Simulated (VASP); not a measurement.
## BaTiO3: relaxation of cell and atoms with r2SCAN+U

BaTiO3:

```
Ba Ti O
1.0
     3.96225    0.00000    0.00000
     0.00000    3.96225    0.00000
     0.00000    0.00000    3.99426
Ba Ti O
1 1 3
Direct
  0.50000 0.50000 0.57764
  0.00000 0.00000 0.08748
  0.00000 0.50000 0.06745
  0.50000 0.00000 0.06745
  0.00000 0.00000 0.55998
```

```json
{
  "Program": "VASP 6.6.1",
  "Task": "relaxation of cell and atoms",
  "Functional": "r2SCAN",
  "Potentials or basis": "VASP PAW PBE potentials, release 64 (Ba_sv, Ti_sv, O)",
  "Cutoff": "600 eV",
  "k mesh": "6 × 6 × 6",
  "Occupations": "gaussian, width 0.02 eV",
  "Spin": "no spin polarisation",
  "Hubbard terms": "Ti d U = 4.0 eV",
  "Target pressure": "4 GPa",
  "Dipole correction": "no",
  "Further INCAR settings": "ALGO = Normal; EDIFF = 1e-06; IBRION = 2; EDIFFG = -0.008; NSW = 70; ISIF = 3"
}
```

```
Relaxed volume                                             : 12.82 Å³/atom
Relaxed cell                                               : a = 4.002 Å, b = 4.002 Å, c = 4.002 Å, α = 90.00°, β = 90.00°, γ = 90.00°
Space group after relaxing (to 0.1 Å)                      : Pm-3m (No. 221)
Energy change on relaxing (the run minimises the enthalpy) : -16.4 meV/atom
Ionic steps                                                : 12
Pressure after relaxing                                    : 4.0 GPa
Band gap on the k mesh                                     : 2.67 eV (least direct gap 2.86 eV)
```

Forces in eV/Å, atoms in the order of the input:
```
Ba   0.000  0.000  0.003
Ti   0.000  0.000 -0.002
O    0.000  0.000 -0.001
O    0.000  0.000 -0.001
O    0.000  0.000  0.001
```

Step by step:
```tsv
step	energy change (eV)	largest force (eV/Å)	pressure (GPa)	volume (Å³)
1	0.0000	0.5698	9.35	62.71
2	-0.0852	0.0960	-2.55	66.59
3	-0.0781	0.2464	3.48	64.45
4	-0.0788	0.1780	3.77	64.27
5	-0.0728	0.1081	4.82	63.83
6	-0.0845	0.0817	3.57	64.25
7	-0.0822	0.0882	3.86	64.15
8	-0.0819	0.0490	3.98	64.10
9	-0.0813	0.0213	4.07	64.07
10	-0.0827	0.0083	3.92	64.13
11	-0.0826	0.0108	3.94	64.12
12	-0.0819	0.0026	3.99	64.09
```

Final structure:
```cif
data_structure
_symmetry_space_group_name_H-M 'P 1'
_symmetry_Int_Tables_number 1
_cell_length_a 4.0018
_cell_length_b 4.0018
_cell_length_c 4.0023
_cell_angle_alpha 90.000
_cell_angle_beta 90.000
_cell_angle_gamma 90.000
_cell_volume 64.09
loop_
_atom_site_label
_atom_site_type_symbol
_atom_site_fract_x
_atom_site_fract_y
_atom_site_fract_z
_atom_site_occupancy
Ba1 Ba 0.50000 0.50000 0.57198 1
Ti1 Ti 0.00000 0.00000 0.07191 1
O1 O 0.00000 0.50000 0.07204 1
O2 O 0.50000 0.00000 0.07204 1
O3 O 0.00000 0.00000 0.57202 1
```

Levels at points of the mesh, in eV from the valence-band top:
```csv
k point,band 18,band 19,band 20,band 21,band 22,band 23
"(0.00, 0.00, 0.00)",-0.20,-0.20,-0.20,2.67,2.67,2.67
"(0.50, 0.00, 0.00)",-1.74,-0.82,-0.82,2.85,4.25,4.35
"(0.50, 0.50, 0.00)",-0.90,-0.90,-0.09,4.37,4.37,4.82
"(0.00, 0.00, 0.50)",-1.74,-0.82,-0.82,2.85,4.25,4.35
"(0.50, 0.00, 0.50)",-0.90,-0.90,-0.09,4.37,4.37,4.82
"(0.50, 0.50, 0.50)",0.00,0.00,0.00,5.05,5.05,5.05
```

Eigenvalues of the final occupation matrices:
```csv
site,spin,trace,eigenvalues
site 2 d,1,0.75,0.10 0.10 0.10 0.23 0.23
site 2 d,2,0.75,0.10 0.10 0.10 0.23 0.23
```

Wall time 42 min on 1 thread of Oxide Virtual Turin-like Processor, on a shared host, peak memory 0.23 GiB.

Caveat: the cell is relaxed towards a set pressure, so the run minimises the enthalpy, not the energy; the PAW data sets were made with another functional, which shifts forces and pressure a little; spin-orbit coupling is left out, which moves the levels of the heavy elements. A k mesh can miss the band edges.
